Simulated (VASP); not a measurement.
# Mg13O12 in VASP: a series of runs

Mg13O12 is run at these levels: PBE; tasks: single point.

All numbers are computed with VASP 6.6.1; they aren't measurements. Logs are shortened: lines on timing, memory, paths and dates and some standing lists are left out, and cuts for length are marked.

## Step 1: The cell of the first run

The cell holds a slab with vacuum, 25 atoms: a = 5.446 Å, b = 5.446 Å, c = 17.558 Å, α = 90.00°, β = 90.00°, γ = 60.00°.

## Step 2: Single point, PBE

Input file INCAR:

```
SYSTEM = Mg13O12
ALGO = Normal ; EDIFF = 1E-6
ENCUT = 520 ; GGA = PE
ISIF = 2 ; ISMEAR = -1
LASPH = .TRUE. ; LCHARG = .FALSE.
LREAL = Auto ; LWAVE = .FALSE.
NBANDS = 67 ; NELM = 60
PREC = Accurate ; SIGMA = 0.05
```

Input file KPOINTS:

```
k-points
0
G
  2 2 1
  0 0 0
```

Input file POSCAR:

```
Mg13O12
1.0
    5.4461360000      0.0000000000      0.0000000000
    2.7230680000      4.7164920000      0.0000000000
    0.0000000000      0.0000000000     17.5584400000
Mg O
13 12
Direct
    0.0000000000      0.0000000000      0.0569526678
   -0.0000013665      0.4999902470      0.0569526678
    0.5000058757      0.0000000000      0.0569526678
    0.5000045093      0.4999902470      0.0569526678
    0.6579651782      0.6706891478      0.1984117040
    0.6620644540      0.1618787862      0.1943225025
    0.1781778631      0.6661306751      0.1988103727
    0.1600835653      0.1725858965      0.2119151815
    0.3340995380      0.3561969362      0.3456913029
    0.3249081918      0.8446743894      0.3367440388
    0.8470634745      0.3475040348      0.3567629015
    0.7876081664      0.8790007489      0.3583177093
    0.4599927858      0.5427762837      0.4728495242
    0.3333340262      0.8333312131      0.1202669485
    0.3333353927      0.3333409661      0.1202669485
    0.8333399019      0.8333312131      0.1202669485
    0.8333229067      0.3333409661      0.1202669485
   -0.0030903654      0.5171852300      0.2707074205
    0.9784720630      0.0059154134      0.2679395208
    0.5068139768      0.4805690331      0.2589409993
    0.4833984695      0.0057457958      0.2700752459
    0.6437576044      0.2084812187      0.4203676409
    0.6314062307      0.7228889607      0.4204245935
    0.1546996597      0.1927915917      0.4221616499
    0.1275874012      0.7078566019      0.4075305095
```

Potentials or basis: VASP PAW PBE potentials, release 64 (Mg, O).

Started as:

```console
$ cat potpaw_PBE.64/Mg/POTCAR potpaw_PBE.64/O/POTCAR > POTCAR
$ mpirun -np 1 vasp_std > vasp.out
```

OUTCAR:

```text
SYSTEM = Mg13O12
   EDIFF = 1E-6
   ENCUT = 520
   GGA = PE
   ISIF = 2
   ISMEAR = -1
   LASPH = .TRUE.
   LREAL = Auto
   NELM = 60
   PREC = Accurate

 ion  position               nearest neighbor table
   1  0.000  0.000  0.057-  16 1.93  14 1.93  17 1.93   2 2.72   4 2.72   3 2.72   3 2.72   4 2.72
                             2 2.72   6 2.89   7 2.95   8 3.14
   2  1.000  0.500  0.057-  17 1.93  15 1.93  16 1.93   1 2.72   4 2.72   3 2.72   3 2.72   4 2.72
                             1 2.72   5 2.96   7 2.97   8 3.13
   3  0.500  0.000  0.057-  16 1.93  14 1.93  15 1.93   4 2.72   1 2.72   2 2.72   2 2.72   1 2.72
                             4 2.72   6 2.86   5 2.93   8 3.16
   4  0.500  0.500  0.057-  17 1.93  15 1.93  14 1.93   3 2.72   1 2.72   2 2.72   2 2.72   1 2.72
                             3 2.72   6 2.89   7 2.92   5 2.93
   5  0.658  0.671  0.198-  20 1.93  21 2.02  18 2.04  14 2.06  17 2.10  16 2.10   7 2.63   6 2.69
                             8 2.73   8 2.73   6 2.76   7 2.82  10 2.89   4 2.93   3 2.93   2 2.96
   6  0.662  0.162  0.194-  20 1.88  19 1.97  16 2.02  15 2.02  21 2.07  17 2.07   5 2.69   7 2.69
                             8 2.72   7 2.76   8 2.76   5 2.76   3 2.86   1 2.89   4 2.89   9 3.08
   7  0.178  0.666  0.199-  20 1.88  18 2.01  19 2.02  14 2.05  15 2.09  16 2.13   5 2.63   6 2.69
                             8 2.72   8 2.75   6 2.76   5 2.82  10 2.87   4 2.92   1 2.95   9 2.96
   8  0.160  0.173  0.212-  21 1.84  19 1.92  18 1.93  17 2.23  15 2.25  14 2.27  10 2.68   7 2.72
                             6 2.72   5 2.73   5 2.73   7 2.75   6 2.76   9 2.89  11 2.94   2 3.13
   9  0.334  0.356  0.346-  22 1.96  25 1.99  18 2.07  20 2.07  24 2.10  21 2.12  12 2.55  10 2.64
                            13 2.68  11 2.68  11 2.78  10 2.82   8 2.89  12 2.92   7 2.96   6 3.08
  10  0.325  0.845  0.337-  21 1.91  25 2.01  19 2.03  23 2.07  20 2.19  24 2.22   9 2.64  12 2.65
                             8 2.68  11 2.70  13 2.78  11 2.80   9 2.82  12 2.86   7 2.87   5 2.89
  11  0.847  0.348  0.357-  24 1.85  22 1.97  23 2.10  18 2.13  19 2.25  20 2.36   9 2.68  10 2.70
                            12 2.73  13 2.74  12 2.75   9 2.78  10 2.80   8 2.94   5 3.17   6 3.35
  12  0.788  0.879  0.358-  25 1.82  23 1.83  22 1.90  21 2.12  19 2.19  18 2.30   9 2.55  10 2.65
                            11 2.73  11 2.75  10 2.86   9 2.92   6 3.17   5 3.24   7 3.35
  13  0.460  0.543  0.473-  22 1.83  23 1.90  25 1.94   9 2.68  11 2.74  10 2.78
  14  0.333  0.833  0.120-   1 1.93   3 1.93   4 1.93   7 2.05   5 2.06   8 2.27
  15  0.333  0.333  0.120-   4 1.93   2 1.93   3 1.93   6 2.02   7 2.09   8 2.25
  16  0.833  0.833  0.120-   1 1.93   3 1.93   2 1.93   6 2.02   5 2.10   7 2.13
  17  0.833  0.333  0.120-   4 1.93   2 1.93   1 1.93   6 2.07   5 2.10   8 2.23
  18  0.997  0.517  0.271-   8 1.93   7 2.01   5 2.04   9 2.07  11 2.13  12 2.30
  19  0.978  0.006  0.268-   8 1.92   6 1.97   7 2.02  10 2.03  12 2.19  11 2.25
  20  0.507  0.481  0.259-   7 1.88   6 1.88   5 1.93   9 2.07  10 2.19  11 2.36
  21  0.483  0.006  0.270-   8 1.84  10 1.91   5 2.02   6 2.07  12 2.12   9 2.12
  22  0.644  0.208  0.420-  13 1.83  12 1.90   9 1.96  11 1.97
  23  0.631  0.723  0.420-  12 1.83  13 1.90  10 2.07  11 2.10
  24  0.155  0.193  0.422-  11 1.85   9 2.10  10 2.22
  25  0.128  0.708  0.408-  12 1.82  13 1.94   9 1.99  10 2.01

  LATTYP: Found a hexagonal cell.
 ALAT       =     5.4461358887
 C/A-ratio  =     3.2240179751

  Lattice vectors:

 A1 = (  -2.7230680000,  -4.7164920000,   0.0000000000)
 A2 = (   5.4461360000,   0.0000000000,   0.0000000000)
 A3 = (   0.0000000000,   0.0000000000,  17.5584400000)

Analysis of symmetry for initial positions (statically):
=====================================================================
 Subroutine PRICEL returns:
 Original cell was already a primitive cell.

 Routine SETGRP: Setting up the symmetry group for a
 hexagonal supercell.

 Subroutine GETGRP returns: Found  1 space group operations
 (whereof  1 operations were pure point group operations)
 out of a pool of 24 trial point group operations.

The static configuration has the point symmetry C_1 .

Analysis of symmetry for dynamics (positions and initial velocities):
=====================================================================
 Subroutine PRICEL returns:
 Original cell was already a primitive cell.

 Routine SETGRP: Setting up the symmetry group for a
 hexagonal supercell.

 Subroutine GETGRP returns: Found  1 space group operations
 (whereof  1 operations were pure point group operations)
 out of a pool of 24 trial point group operations.

The dynamic configuration has the point symmetry C_1 .

 Subroutine INISYM returns: Found  1 space group operations
 (whereof  1 operations are pure point group operations),
 and found     1 'primitive' translations

----------------------------------------------------------------------------------------

                                     Primitive cell

[... 77 lines left out ...]
     0.000000000  0.106010993  0.000000000     0.000000000  0.500000000  0.000000000
     0.000000000  0.000000000  0.056952668     0.000000000  0.000000000  1.000000000

  Length of vectors
     0.106010991  0.106010993  0.056952668

  Shift w.r.t. Gamma in fractional coordinates (k-lattice)
     0.000000000  0.000000000  0.000000000

 Subroutine IBZKPT returns following result:
 ===========================================

 Found      4 irreducible k-points:

 Following reciprocal coordinates:
            Coordinates               Weight
  0.000000  0.000000  0.000000      1.000000
  0.500000  0.000000  0.000000      1.000000
  0.500000  0.500000  0.000000      1.000000
  0.000000  0.500000  0.000000      1.000000
   k-points           NKPTS =      4   k-points in BZ     NKDIM =      4   number of bands    NBANDS=     67
   number of dos      NEDOS =    301   number of ions     NIONS =     25
   total plane-waves  NPLWV = 246960
   dimension x,y,z NGX =    42 NGY =   42 NGZ =  140
   dimension x,y,z NGXF=    84 NGYF=   84 NGZF=  280
   ions per type =              13  12
   NGX,Y,Z   is equivalent  to a cutoff of  12.82, 12.82, 13.26 a.u.
   NGXF,Y,Z  is equivalent  to a cutoff of  25.64, 25.64, 26.51 a.u.
 SYSTEM =  Mg13O12
   PREC   = accura    normal or accurate (medium, high low for compatibility)
   ISTART =      0    job   : 0-new  1-cont  2-samecut
   ICHARG =      2    charge: 1-file 2-atom 10-const
   ISPIN  =      1    spin polarized calculation?
   LNONCOLLINEAR =      F non collinear calculations
   LSORBIT =      F    spin-orbit coupling
   LASPH  =      T    aspherical Exc in radial PAW
   ENCUT  =  520.0 eV  38.22 Ry    6.18 a.u.  10.13 10.13 32.65*2*pi/ulx,y,z
   NELM   =     60;   NELMIN=  2; NELMDL= -5     # of ELM steps
   EDIFF  = 0.1E-05   stopping-criterion for ELM
   LREAL  =      T    real-space projection
   EDIFFG = 0.1E-04   stopping-criterion for IOM
   NSW    =      0    number of steps for IOM
   IBRION =     -1    ionic relax: 0-MD 1-quasi-New 2-CG
   NFREE  =      0    steps in history (QN), initial steepest desc. (CG)
   ISIF   =      2    stress and relaxation
   ISYM   =      2    0-nonsym 1-usesym 2-fastsym
   POTIM  = 0.5000    time-step for ionic-motion
   TEBEG  =    0.0;   TEEND  =   0.0 temperature during run
   PSTRESS=    0.0 pullay stress
   NELECT =      98.0000    total number of electrons
   NUPDOWN=      -1.0000    fix difference up-down
   EMIN   =  10.00;   EMAX   =-10.00  energy-range for DOS
   EFERMI =   0.00;   METHOD = LEGACY
   ISMEAR =    -1;   SIGMA  =   0.05  broadening in eV -4-tet -1-fermi 0-gaus
   EFERMI_NEDOS =   21; number of points for ismear=-14 and -15
   IALGO  =     38    algorithm
   IMIX   =      4    mixing-type and parameters
     AMIX     =   0.40;   BMIX     =  1.00
     AMIX_MAG =   1.60;   BMIX_MAG =  1.00
  volume/ion in A,a.u.               =      18.04       121.74
  Fermi-wavevector in a.u.,A,eV,Ry     =   0.984205  1.859878 13.179420  0.968660
  Thomas-Fermi vector in A             =   2.115421
   LORBIT       =      0    0 simple, 1 ext, 2 COOP (PROOUT), +10 PAW based schemes
   GGA     = PE    functional components
   LHFCALC =     F    Hartree Fock is set to
   AEXX    =    0.0000 exact exchange contribution
   IVDW    =     0    specifies the selected vdW correction
   LEPSILON=     F    determine dielectric tensor
   LRPA    =     F    only Hartree local field effects (RPA)
 non-spin polarized calculation
  energy-cutoff  :      520.00
  volume of cell :      451.02
 maximum number of plane-waves:     12128
 NGX is ok and might be reduce to    42
   NGX = 21   NGY = 21   NGZ = 65

 number of electron      97.9999984 magnetization

 Free energy of the ion-electron system (eV)
  ---------------------------------------------------
  ext. energy  EPLUGINS =         0.00000000
  ---------------------------------------------------
  free energy    TOTEN  =      -123.76412558 eV

  energy without entropy =     -123.69961232  energy(sigma->0) =     -123.73186895

 E-fermi :   0.3180     XC(G=0):  -6.5860

 val. band max:        0.3016778163   @ k =   0.5000   0.0000   0.0000
 cond. band min:       0.4739953150   @ k =   0.0000   0.0000   0.0000
 fundamental gap:      0.1723174986
 Fermi energy:         0.3180375234

 k-point     1 :       0.0000    0.0000    0.0000
  band No.  band energies     occupation
      1     -19.8047      2.00000
      2     -18.5356      2.00000
      3     -18.4807      2.00000
      4     -18.3985      2.00000
      5     -18.2984      2.00000
      6     -17.4293      2.00000
[... 245 lines left out ...]
     60       6.8825      0.00000
     61       7.2146      0.00000
 [bands above 61 left out]

------------------------ aborting loop because EDIFF is reached ----------------------------------------

  FORCE on cell =-STRESS in cart. coord.  units (eV):
  Direction    XX          YY          ZZ          XY          YZ          ZX
  --------------------------------------------------------------------------------------
  -------------------------------------------------------------------------------------
  Total       68.6077665     66.5527704      3.7108495     -1.4593728     -4.0398379      2.1034483
  in kB      243.7195410    236.4194534     13.1822764     -5.1842186    -14.3509617      7.4722075
  external PRESSURE =     164.4404236 kB  Pullay stress =       0.0000000 kB

 VOLUME and BASIS-vectors are now :
 -----------------------------------------------------------------------------
  energy-cutoff  :      520.00
  volume of cell :      451.02
      direct lattice vectors                 reciprocal lattice vectors
     5.446136000  0.000000000  0.000000000     0.183616421 -0.106010993  0.000000000
     2.723068000  4.716492000  0.000000000     0.000000000  0.212021986  0.000000000
     0.000000000  0.000000000 17.558440000     0.000000000  0.000000000  0.056952668

 POSITION                                       TOTAL-FORCE (eV/Angst)
 -----------------------------------------------------------------------------------
      0.00000      0.00000      1.00000         0.164543      0.084400     -1.390980
      6.80764      2.35820      1.00000        -0.011997     -0.150588     -1.281696
      2.72310      0.00000      1.00000        -0.189019      0.060996     -1.497849
      4.08460      2.35820      1.00000         0.028132      0.004537     -1.591298
      5.40970      3.16330      3.48380         1.117683     -0.436368      0.500568
      4.04650      0.76350      3.41200         0.396734     -0.472354      0.731100
[... 17 lines left out ...]
      1.36750      0.90930      7.41250         1.180042     -0.705638     -0.328020
      2.62240      3.33860      7.15560         2.194938     -1.195083      0.679724
 -----------------------------------------------------------------------------------
    total drift:                               -0.001731      0.001366      0.006914

  FREE ENERGIE OF THE ION-ELECTRON SYSTEM (eV)
  ---------------------------------------------------
  free  energy   TOTEN  =      -123.7641255848 eV

  energy  without entropy=     -123.6996123180  energy(sigma->0) =     -123.73186895
```

Run time: 3.5 min. Hardware: 1 thread of Intel Xeon 6975P-C (Granite Rapids), shared host; peak memory 0.53 GiB.

Results:

```yaml
Free_energy: -123.7641 eV
Largest_force: 2.590 eV/Å
Band_gap_on_the_k_mesh: zero (band 49 reaches 0.55 eV, above the bottom of band 50 at 0.22 eV)
```

Forces on the atoms (eV/Å):
```
Mg   0.165  0.084 -1.391
Mg  -0.012 -0.151 -1.282
Mg  -0.189  0.061 -1.498
Mg   0.028  0.005 -1.591
Mg   1.118 -0.436  0.501
Mg   0.397 -0.472  0.731
Mg  -1.678  0.454  0.083
Mg  -0.993  1.056 -1.970
Mg  -1.254  0.228 -0.103
Mg  -0.956 -0.099  1.576
Mg  -0.818  0.747 -0.961
Mg   1.002 -0.246 -1.205
Mg  -0.493  1.103  0.520
O    0.049  0.217  1.581
O   -0.270 -0.071  1.356
O   -0.093 -0.121  1.457
O    0.152 -0.007  1.322
O   -0.845 -0.152 -0.084
O    0.744 -0.095  0.155
O    0.541  1.477  1.744
O    1.395 -0.415 -0.015
O    0.105  0.111 -0.889
O   -1.470 -1.377 -0.389
O    1.180 -0.706 -0.328
O    2.195 -1.195  0.680
```

Caveat: the k points lie up to 0.67 Å⁻¹ apart.

(Part 1 of 2 ends here.)
